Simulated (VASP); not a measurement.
Wanted: the native input for a VASP 6.6.1 run.

- Task: single point
- Functional: PBE
- Potentials or basis: VASP PAW PBE potentials, release 64 (Cu_sv_GW, O)
- Cutoff: 700 eV
- k mesh: 7 × 7 × 7
- Occupations: gaussian, width 0.05 eV
- Spin: collinear spin, ferromagnetic start
- Starting moments: [0.48, 0.0] μB
- Hubbard terms: Cu d U = 6.0 eV
- Dipole correction: no
- Second run: valence_matched
- Further INCAR settings: ALGO = Normal; EDIFF = 1e-06; NBANDS = 24

The structure of CuO lies in POSCAR:

```
CuO
1.0
    2.5525506100      0.0000000000      0.0000000000
    0.0000000000      2.5525506100      0.0000000000
    0.0000000000      0.0000000000      2.5525506100
Cu O
1 1
Direct
    0.0000000000      0.0000000000      0.0000000000
    0.5000000000      0.5000000000      0.5000000000
```

One way to write it, as run:

INCAR

```
SYSTEM = CuO
ALGO = Normal ; EDIFF = 1E-6
ENCUT = 700 ; GGA = PE
GGA_COMPAT = .False. ; ISIF = 2
ISMEAR = 0 ; ISPIN = 2
LASPH = .True. ; LCHARG = .False.
LDAU = .True. ; LDAUJ = 0 0
LDAUL = 2 -1 ; LDAUPRINT = 1
LDAUTYPE = 2 ; LDAUU = 6 0
LMAXMIX = 4 ; LORBIT = 11
LREAL = .False. ; LWAVE = .False.
MAGMOM = 0.48 0 ; NBANDS = 24
NELM = 200 ; PREC = Accurate
SIGMA = 0.05
```

KPOINTS

```
k-points
0
Gamma
  7 7 7
  0 0 0
```

Potentials or basis: VASP PAW PBE potentials, release 64 (Cu_sv_GW, O).

Command:

```console
$ cat potpaw_PBE.64/Cu_sv_GW/POTCAR potpaw_PBE.64/O/POTCAR > POTCAR
$ mpirun -np 1 vasp_std > vasp.out
```

Results of the run:

The pressure is 17.2 GPa and the band gap on the k mesh is zero (filled and empty bands overlap). The net moment is 1.00 μB per cell, the site moments are Cu +0.42; O +0.55 μB and the valence electrons inside the program's atomic spheres are Cu 17.57; O 4.90.

Caveat: a cell with one magnetic atom can't hold antiferromagnetic order, which such compounds often take.

It took 58 s on 1 thread of Intel(R) Xeon(R) Platinum 8259CL CPU @ 2.50GHz (Skylake/Cascade Lake), with other jobs on the host, peak memory 0.17 GiB.
